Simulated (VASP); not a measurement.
A run of VASP 6.6.1:

INCAR

```
ALGO = Normal ; EDIFF = 1E-6
ENCUT = 520 ; GGA = PS
ISIF = 2 ; ISMEAR = 0
LASPH = True ; LCHARG = False
LREAL = False ; LWAVE = False
NBANDS = 11 ; NELM = 60
PREC = Accurate ; SIGMA = 0.05
```

KPOINTS

```
k-points
0
Gamma
  10 10 10
```

File POSCAR:

```
MgO
1.0
   -0.6750667324      1.8564335140      1.8564335140
    1.8564335140     -0.6750667324      1.8564335140
    1.8564335140      1.8564335140     -0.6750667324
Mg O
1 1
Direct
    0.0000000000      0.0000000000      0.0000000000
    0.5000000000      0.5000000000      0.5000000000
```

Potentials or basis: VASP PAW PBE potentials, release 64 (Mg, O).

The run is started by

```bash
$ cat potpaw_PBE.64/Mg/POTCAR potpaw_PBE.64/O/POTCAR > POTCAR
$ mpirun -np 1 vasp_std > vasp.out
```

Hardware: 1 thread of Intel(R) Xeon(R) Platinum 8259CL CPU @ 2.50GHz (Skylake/Cascade Lake) (shared host).

Problem. Estimate the wall time of this run.

Solution. Wall time 20 s on 1 thread of Intel(R) Xeon(R) Platinum 8259CL CPU @ 2.50GHz (Skylake/Cascade Lake) (shared host), peak memory 0.14 GiB. Counts: scf iterations 12, k points 116.
